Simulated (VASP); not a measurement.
A run of VASP 6.6.1 is set up as follows.

File INCAR:

```
SYSTEM = BeCdS4
  PREC = Accurate
  ENCUT = 520
  EDIFF = 1E-7
  ISMEAR = 0
  SIGMA = 0.2
  LREAL = .FALSE.
  LASPH = .TRUE.
  NELM = 60
  ALGO = Normal
  ISIF = 2
  LWAVE = .FALSE.
  LCHARG = .FALSE.
  GGA = PE
  NBANDS = 28
```

File KPOINTS:

```
regular mesh
0
G
  4 4 4
  0 0 0
```

Contents of POSCAR:

```
BeCdS4
1.0
    2.5431212981     -4.2190705543      0.0000000000
    2.5431212981      4.2190705543      0.0000000000
    0.0000000000      0.0000000000      6.3831414666
Be Cd S
1 1 4
Direct
    0.5000000000      0.5000000000      0.5000000000
    0.0000000000      0.0000000000      0.0000000000
    0.8170726580      0.5550317295      0.7387457957
    0.1829273420      0.4449682705      0.7387457957
    0.4449682705      0.1829273420      0.2612542043
    0.5550317295      0.8170726580      0.2612542043
```

Potentials or basis: VASP PAW PBE potentials, release 64 (Be, Cd, S).

The run is started by

```console
$ cat potpaw_PBE.64/Be/POTCAR potpaw_PBE.64/Cd/POTCAR potpaw_PBE.64/S/POTCAR > POTCAR
$ mpirun -np 1 vasp_std > vasp.out
```

Task: What does it give for the band gap on the k mesh?

Result: 0.79 eV, indirect (least direct gap 0.99 eV).

Task: Predict the pressure.

Result: 0.1 GPa.

Task: Predict the largest force.

Result: 0.106 eV/Å.

Forces on the atoms (eV/Å):
```
Be   0.000  0.000  0.000
Cd   0.000  0.000  0.000
S    0.055 -0.090 -0.011
S   -0.055  0.090 -0.011
S   -0.055 -0.090  0.011
S    0.055  0.090  0.011
```

A k mesh can miss the band edges.
